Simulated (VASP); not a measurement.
# TiPt3 (Pm-3m) in VASP: a series of runs, part 3 of 3

VASP 6.6.1. Earlier steps stand in the parts before.

**5. Electric field gradients, PBEsol (volume scaled by 1.04)**

Input file INCAR:

```
SYSTEM = TiPt3
PREC = Accurate
ENCUT = 520
EDIFF = 1E-8
ISMEAR = -1
SIGMA = 0.05
LREAL = .False.
LASPH = .True.
NELM = 100
ALGO = Normal
ISIF = 2
LWAVE = .False.
LCHARG = .False.
GGA = PS
LEFG = .True.
NBANDS = 29
```

Input file KPOINTS:

```
Automatic mesh
0
Gamma
  9 9 9
  0 0 0
```

Input file POSCAR:

```
TiPt3
1.0
    3.9482821967      0.0000000000      0.0000000000
    0.0000000000      3.9482821967      0.0000000000
    0.0000000000      0.0000000000      3.9482821967
Ti Pt
1 3
Direct
    0.0000000000      0.0000000000      0.0000000000
    0.0000000000      0.5000000000      0.5000000000
    0.5000000000      0.0000000000      0.5000000000
    0.5000000000      0.5000000000      0.0000000000
```

Potentials or basis: VASP PAW PBE potentials, release 64 (Ti_sv, Pt).

Command:

```sh
$ cat potpaw_PBE.64/Ti_sv/POTCAR potpaw_PBE.64/Pt/POTCAR > POTCAR
$ mpirun -np 1 vasp_std > vasp.out
```

OUTCAR:

```text
SYSTEM = TiPt3
   PREC = Accurate
   ENCUT = 520
   EDIFF = 1E-8
   ISMEAR = -1
   LREAL = .False.
   LASPH = .True.
   NELM = 100
   ISIF = 2
   GGA = PS

 ion  position               nearest neighbor table
   1  0.000  0.000  0.000-   2 2.79   3 2.79   4 2.79   2 2.79   3 2.79   2 2.79   4 2.79   2 2.79
                             3 2.79   4 2.79   3 2.79   4 2.79
   2  0.000  0.500  0.500-   1 2.79   3 2.79   4 2.79   1 2.79   4 2.79   1 2.79   3 2.79   1 2.79
                             3 2.79   4 2.79   4 2.79   3 2.79
   3  0.500  0.000  0.500-   1 2.79   2 2.79   4 2.79   1 2.79   4 2.79   2 2.79   4 2.79   4 2.79
                             1 2.79   2 2.79   1 2.79   2 2.79
   4  0.500  0.500  0.000-   1 2.79   2 2.79   3 2.79   2 2.79   3 2.79   1 2.79   3 2.79   3 2.79
                             1 2.79   2 2.79   2 2.79   1 2.79

  LATTYP: Found a simple cubic cell.
 ALAT       =     3.9482821967

  Lattice vectors:

 A1 = (   3.9482821967,   0.0000000000,   0.0000000000)
 A2 = (   0.0000000000,   3.9482821967,   0.0000000000)
 A3 = (   0.0000000000,   0.0000000000,   3.9482821967)

Analysis of symmetry for initial positions (statically):
=====================================================================
 Subroutine PRICEL returns:
 Original cell was already a primitive cell.

 Routine SETGRP: Setting up the symmetry group for a
 simple cubic supercell.

 Subroutine GETGRP returns: Found 48 space group operations
 (whereof 48 operations were pure point group operations)
 out of a pool of 48 trial point group operations.

The static configuration has the point symmetry O_h .

Analysis of symmetry for dynamics (positions and initial velocities):
[... 942 lines left out ...]
  FORCE on cell =-STRESS in cart. coord.  units (eV):
  Direction    XX          YY          ZZ          XY          YZ          ZX
  --------------------------------------------------------------------------------------
  -------------------------------------------------------------------------------------
  Total       -3.5630862     -3.5630862     -3.5630862      0.0000000      0.0000000     -0.0000000
  in kB      -92.7496662    -92.7496662    -92.7496662      0.0000000      0.0000000     -0.0000000
  external PRESSURE =     -92.7496662 kB  Pullay stress =       0.0000000 kB

 VOLUME and BASIS-vectors are now :
 -----------------------------------------------------------------------------
  energy-cutoff  :      520.00
  volume of cell :       61.55
      direct lattice vectors                 reciprocal lattice vectors
     3.948282197  0.000000000  0.000000000     0.253274703  0.000000000  0.000000000
     0.000000000  3.948282197  0.000000000     0.000000000  0.253274703  0.000000000
     0.000000000  0.000000000  3.948282197     0.000000000  0.000000000  0.253274703

 POSITION                                       TOTAL-FORCE (eV/Angst)
 -----------------------------------------------------------------------------------
      0.00000      0.00000      0.00000         0.000000      0.000000      0.000000
      0.00000      1.97414      1.97414         0.000000      0.000000      0.000000
      1.97414      0.00000      1.97414         0.000000      0.000000      0.000000
      1.97414      1.97414      0.00000         0.000000      0.000000      0.000000
 -----------------------------------------------------------------------------------
    total drift:                                0.000000      0.000000     -0.000000

  FREE ENERGIE OF THE ION-ELECTRON SYSTEM (eV)
  ---------------------------------------------------
  free  energy   TOTEN  =       -32.6969068828 eV

  energy  without entropy=      -32.6844963320  energy(sigma->0) =      -32.69070161

 Electric field gradients (V/A^2)
---------------------------------------------------------------------
 ion       V_xx      V_yy      V_zz      V_xy      V_xz      V_yz
---------------------------------------------------------------------
   1      -0.000    -0.000     0.000    -0.000    -0.000     0.000
   2     -63.915    31.957    31.957    -0.000     0.000     0.000
   3      31.957   -63.915    31.957     0.000     0.000     0.000
   4      31.957    31.957   -63.915     0.000    -0.000    -0.000
---------------------------------------------------------------------

 Electric field gradients after diagonalization (V/A^2)
 (convention: |V_zz| > |V_xx| > |V_yy|)
----------------------------------------------------------------------
 ion       V_xx      V_yy      V_zz     asymmetry (V_yy - V_xx)/ V_zz
----------------------------------------------------------------------
   1      -0.000    -0.000     0.000       0.192
   2      31.957    31.957   -63.915       0.000
   3      31.957    31.957   -63.915       0.000
   4      31.957    31.957   -63.915       0.000
----------------------------------------------------------------------

           NMR quadrupolar parameters

 Cq : quadrupolar parameter    Cq=e*Q*V_zz/h
 eta: asymmetry parameters     (V_yy - V_xx)/ V_zz
 Q  : nuclear electric quadrupole moment in mb (millibarn)
----------------------------------------------------------------------
 ion       Cq(MHz)       eta       Q (mb)
----------------------------------------------------------------------
   1       0.000       0.192       1.000
   2      -0.155       0.000       1.000
   3      -0.155       0.000       1.000
   4      -0.155       0.000       1.000
----------------------------------------------------------------------
```

OSZICAR:

```text
N       E                     dE             d eps       ncg     rms          rms(c)
DAV:   1     0.371305524488E+03    0.37131E+03   -0.20849E+04  2030   0.155E+03
DAV:   2    -0.834857870586E+01   -0.37965E+03   -0.36100E+03  2130   0.401E+02
[... 10 lines left out ...]
DAV:  13    -0.326969088200E+02   -0.77038E-05   -0.21898E-04  2162   0.108E-01    0.157E-02
DAV:  14    -0.326969079653E+02    0.85468E-06   -0.28631E-05  2437   0.404E-02    0.125E-02
DAV:  15    -0.326969067274E+02    0.12380E-05   -0.57425E-06  2234   0.209E-02    0.114E-03
DAV:  16    -0.326969068653E+02   -0.13794E-06   -0.14867E-07  2555   0.234E-03    0.517E-04
DAV:  17    -0.326969068924E+02   -0.27046E-07   -0.86745E-09  1286   0.593E-04    0.543E-04
DAV:  18    -0.326969068822E+02    0.10134E-07   -0.72426E-09  1110   0.635E-04    0.109E-04
DAV:  19    -0.326969068828E+02   -0.59163E-09   -0.82543E-10  1055   0.174E-04
   1 F= -.32696907E+02 E0= -.32690702E+02  d E =-.124106E-01
```

Wall time 41 s (1 thread of Intel Xeon Platinum 8559C (Emerald Rapids), shared host); peak memory 0.2 GiB.

Results:

```
Free energy            : -32.6969 eV
Pressure               : -9.3 GPa
Band gap on the k mesh : zero (band 21 reaches 12.33 eV, above the bottom of band 22 at 10.88 eV)
```

Electric field gradients, principal values (V/Å²):
| atom | least | middle | greatest (by size) |
| --- | --- | --- | --- |
| 1 Ti | 0.000 | 0.000 | 0.000 |
| 2 Pt | 31.957 | 31.957 | -63.915 |
| 3 Pt | 31.957 | 31.957 | -63.915 |
| 4 Pt | 31.957 | 31.957 | -63.915 |

Caveat: without QUAD_EFG the Cq values of the log hold for a quadrupole moment of 1 mb, not for the nuclei; the PAW data sets were made with another functional, which shifts forces and pressure a little; spin-orbit coupling is left out, which moves the levels of the heavy elements.

**6. Electric field gradients, PBEsol (volume scaled by 1.04)**

Input file INCAR:

```
  ALGO = Normal
  EDIFF = 1E-8
  ENCUT = 520
  GGA = PS
  ISIF = 2
  ISMEAR = -1
  LASPH = True
  LCHARG = False
  LEFG = True
  LREAL = False
  LWAVE = False
  NBANDS = 29
  NELM = 100
  PREC = Accurate
  SIGMA = 0.05
```

Input file KPOINTS:

```
k-points
0
Gamma
  9 9 9
```

POSCAR is that of step 5.

Potentials or basis: VASP PAW PBE potentials, release 64 (Ti_sv, Pt).

Command:

```sh
$ cat potpaw_PBE.64/Ti_sv/POTCAR potpaw_PBE.64/Pt/POTCAR > POTCAR
$ mpirun -np 1 vasp_std > vasp.out
```

OUTCAR:

```text
EDIFF = 1E-8
   ENCUT = 520
   GGA = PS
   ISIF = 2
   ISMEAR = -1
   LASPH = True
   LREAL = False
   NELM = 100
   PREC = Accurate

 ion  position               nearest neighbor table
   1  0.000  0.000  0.000-   2 2.79   3 2.79   4 2.79   2 2.79   3 2.79   2 2.79   4 2.79   2 2.79
                             3 2.79   4 2.79   3 2.79   4 2.79
   2  0.000  0.500  0.500-   1 2.79   3 2.79   4 2.79   1 2.79   4 2.79   1 2.79   3 2.79   1 2.79
                             3 2.79   4 2.79   4 2.79   3 2.79
   3  0.500  0.000  0.500-   1 2.79   2 2.79   4 2.79   1 2.79   4 2.79   2 2.79   4 2.79   4 2.79
                             1 2.79   2 2.79   1 2.79   2 2.79
   4  0.500  0.500  0.000-   1 2.79   2 2.79   3 2.79   2 2.79   3 2.79   1 2.79   3 2.79   3 2.79
                             1 2.79   2 2.79   2 2.79   1 2.79

  LATTYP: Found a simple cubic cell.
 ALAT       =     3.9482821967

  Lattice vectors:

 A1 = (   3.9482821967,   0.0000000000,   0.0000000000)
 A2 = (   0.0000000000,   3.9482821967,   0.0000000000)
 A3 = (   0.0000000000,   0.0000000000,   3.9482821967)

Analysis of symmetry for initial positions (statically):
=====================================================================
 Subroutine PRICEL returns:
 Original cell was already a primitive cell.

 Routine SETGRP: Setting up the symmetry group for a
 simple cubic supercell.

 Subroutine GETGRP returns: Found 48 space group operations
 (whereof 48 operations were pure point group operations)
 out of a pool of 48 trial point group operations.

The static configuration has the point symmetry O_h .

Analysis of symmetry for dynamics (positions and initial velocities):
=====================================================================
 Subroutine PRICEL returns:
 Original cell was already a primitive cell.

 Routine SETGRP: Setting up the symmetry group for a
 simple cubic supercell.

 Subroutine GETGRP returns: Found 48 space group operations
 (whereof 48 operations were pure point group operations)
 out of a pool of 48 trial point group operations.

The dynamic configuration has the point symmetry O_h .

 Subroutine INISYM returns: Found 48 space group operations
 (whereof 48 operations are pure point group operations),
 and found     1 'primitive' translations

----------------------------------------------------------------------------------------

                                     Primitive cell

  volume of cell :      61.5495

  direct lattice vectors                    reciprocal lattice vectors
     3.948282197  0.000000000  0.000000000     0.253274703  0.000000000  0.000000000
     0.000000000  3.948282197  0.000000000     0.000000000  0.253274703  0.000000000
     0.000000000  0.000000000  3.948282197     0.000000000  0.000000000  0.253274703

  length of vectors
     3.948282197  3.948282197  3.948282197     0.253274703  0.253274703  0.253274703

  position of ions in fractional coordinates (direct lattice)
     0.000000000  0.000000000  0.000000000
     0.000000000  0.500000000  0.500000000
     0.500000000  0.000000000  0.500000000
     0.500000000  0.500000000  0.000000000

  ion indices of the primitive-cell ions
   primitive index   ion index
                 1           1
                 2           2
                 3           3
[... 87 lines left out ...]
   EFERMI =   0.00;   METHOD = LEGACY
   ISMEAR =    -1;   SIGMA  =   0.05  broadening in eV -4-tet -1-fermi 0-gaus
   EFERMI_NEDOS =   21; number of points for ismear=-14 and -15
   IALGO  =     38    algorithm
   IMIX   =      4    mixing-type and parameters
     AMIX     =   0.40;   BMIX     =  1.00
     AMIX_MAG =   1.60;   BMIX_MAG =  1.00
  volume/ion in A,a.u.               =      15.39       103.84
  Fermi-wavevector in a.u.,A,eV,Ry     =   1.441285  2.723633 28.263399  2.077301
  Thomas-Fermi vector in A             =   2.559934
   LORBIT       =      0    0 simple, 1 ext, 2 COOP (PROOUT), +10 PAW based schemes
   GGA     = PS    functional components
   LHFCALC =     F    Hartree Fock is set to
   AEXX    =    0.0000 exact exchange contribution
   IVDW    =     0    specifies the selected vdW correction
   LEPSILON=     F    determine dielectric tensor
   LRPA    =     F    only Hartree local field effects (RPA)
 non-spin polarized calculation
  energy-cutoff  :      520.00
  volume of cell :       61.55
 maximum number of plane-waves:      1675
 NGX is ok and might be reduce to    30
   NGX = 15   NGY = 15   NGZ = 15

 number of electron      42.0000003 magnetization

 Free energy of the ion-electron system (eV)
  ---------------------------------------------------
  ext. energy  EPLUGINS =         0.00000000
  ---------------------------------------------------
  free energy    TOTEN  =       -32.69690688 eV

  energy without entropy =      -32.68449633  energy(sigma->0) =      -32.69070161

 E-fermi :  11.0163     XC(G=0): -13.1972

 val. band max:       11.0091702101   @ k =   0.4444   0.1111   0.1111
 cond. band min:      11.0196903523   @ k =   0.0000   0.0000   0.0000
 fundamental gap:      0.0105201423
 Fermi energy:        11.0163126053

 k-point     1 :       0.0000    0.0000    0.0000
  band No.  band energies     occupation
      1     -46.9826      2.00000
      2     -23.2899      2.00000
      3     -23.2899      2.00000
      4     -23.2899      2.00000
      5       1.1052      2.00000
      6       3.9677      2.00000
[... 757 lines left out ...]
     28      14.9545      0.00000
     29      18.2598      0.00000

 [... further k-points ...]
[... 5 lines left out ...]
  --------------------------------------------------------------------------------------
  -------------------------------------------------------------------------------------
  Total       -3.5630862     -3.5630862     -3.5630862      0.0000000      0.0000000     -0.0000000
  in kB      -92.7496662    -92.7496662    -92.7496662      0.0000000      0.0000000     -0.0000000
  external PRESSURE =     -92.7496662 kB  Pullay stress =       0.0000000 kB

 VOLUME and BASIS-vectors are now :
 -----------------------------------------------------------------------------
  energy-cutoff  :      520.00
  volume of cell :       61.55
      direct lattice vectors                 reciprocal lattice vectors
     3.948282197  0.000000000  0.000000000     0.253274703  0.000000000  0.000000000
     0.000000000  3.948282197  0.000000000     0.000000000  0.253274703  0.000000000
     0.000000000  0.000000000  3.948282197     0.000000000  0.000000000  0.253274703

 POSITION                                       TOTAL-FORCE (eV/Angst)
 -----------------------------------------------------------------------------------
      0.00000      0.00000      0.00000         0.000000      0.000000      0.000000
      0.00000      1.97414      1.97414         0.000000      0.000000      0.000000
      1.97414      0.00000      1.97414         0.000000      0.000000      0.000000
      1.97414      1.97414      0.00000         0.000000      0.000000      0.000000
 -----------------------------------------------------------------------------------
    total drift:                                0.000000      0.000000     -0.000000

  FREE ENERGIE OF THE ION-ELECTRON SYSTEM (eV)
  ---------------------------------------------------
  free  energy   TOTEN  =       -32.6969068828 eV

  energy  without entropy=      -32.6844963320  energy(sigma->0) =      -32.69070161

 Electric field gradients (V/A^2)
---------------------------------------------------------------------
 ion       V_xx      V_yy      V_zz      V_xy      V_xz      V_yz
---------------------------------------------------------------------
   1      -0.000    -0.000     0.000    -0.000    -0.000     0.000
   2     -63.915    31.957    31.957    -0.000     0.000     0.000
   3      31.957   -63.915    31.957     0.000     0.000     0.000
   4      31.957    31.957   -63.915     0.000    -0.000    -0.000
---------------------------------------------------------------------

 Electric field gradients after diagonalization (V/A^2)
 (convention: |V_zz| > |V_xx| > |V_yy|)
----------------------------------------------------------------------
 ion       V_xx      V_yy      V_zz     asymmetry (V_yy - V_xx)/ V_zz
----------------------------------------------------------------------
   1      -0.000    -0.000     0.000       0.192
   2      31.957    31.957   -63.915       0.000
   3      31.957    31.957   -63.915       0.000
   4      31.957    31.957   -63.915       0.000
----------------------------------------------------------------------

           NMR quadrupolar parameters

 Cq : quadrupolar parameter    Cq=e*Q*V_zz/h
 eta: asymmetry parameters     (V_yy - V_xx)/ V_zz
 Q  : nuclear electric quadrupole moment in mb (millibarn)
----------------------------------------------------------------------
 ion       Cq(MHz)       eta       Q (mb)
----------------------------------------------------------------------
   1       0.000       0.192       1.000
   2      -0.155       0.000       1.000
   3      -0.155       0.000       1.000
   4      -0.155       0.000       1.000
----------------------------------------------------------------------
```

Run time: 37 s. Hardware: 1 thread of Intel Xeon Platinum 8559C (Emerald Rapids), shared host; peak memory 0.2 GiB.

Results:

```
Free energy            : -32.6969 eV
Pressure               : -9.3 GPa
Band gap on the k mesh : zero (band 21 reaches 12.33 eV, above the bottom of band 22 at 10.88 eV)
```

Levels at points of the mesh, in eV from the Fermi level:
| k point | band 17 | band 18 | band 19 | band 20 | band 21 | band 22 | band 23 | band 24 | band 25 | band 26 |
| --- | --- | --- | --- | --- | --- | --- | --- | --- | --- | --- |
| (0.00, 0.00, 0.00) | -0.53 | 0.00 | 0.00 | 0.00 | 1.31 | 1.31 | 1.55 | 1.55 | 1.55 | 1.92 |

Electric field gradients, principal values (V/Å²):
| atom | least | middle | greatest (by size) |
| --- | --- | --- | --- |
| 1 Ti | 0.000 | 0.000 | 0.000 |
| 2 Pt | 31.957 | 31.957 | -63.915 |
| 3 Pt | 31.957 | 31.957 | -63.915 |
| 4 Pt | 31.957 | 31.957 | -63.915 |

Caveat: without QUAD_EFG the Cq values of the log hold for a quadrupole moment of 1 mb, not for the nuclei; the PAW data sets were made with another functional, which shifts forces and pressure a little; spin-orbit coupling is left out, which moves the levels of the heavy elements.

**7. Overview**

| cell | gap on the mesh (eV) | pressure (GPa) |
| --- | --- | --- |
| a = 3.871 Å, 4 atoms | none | 5.9 |
| a = 3.897 Å, 4 atoms | none | 0.2 |
| a = 3.910 Å, 4 atoms | none | -2.4 |
| a = 3.948 Å, 4 atoms | none | -9.3 |

Alike in all rows: task electric field gradients; level PBEsol; potentials or basis VASP PAW PBE potentials, release 64 (Ti_sv, Pt); no spin polarisation; k mesh 9 × 9 × 9; cutoff (eV) 520; smearing fermi-dirac 0.05 eV.

Caveats: the PAW data sets were made with another functional, which shifts forces and pressure a little; spin-orbit coupling is left out, which moves the levels of the heavy elements.

Total energies depend on the potentials used, so only differences within one code and one set of settings carry meaning.
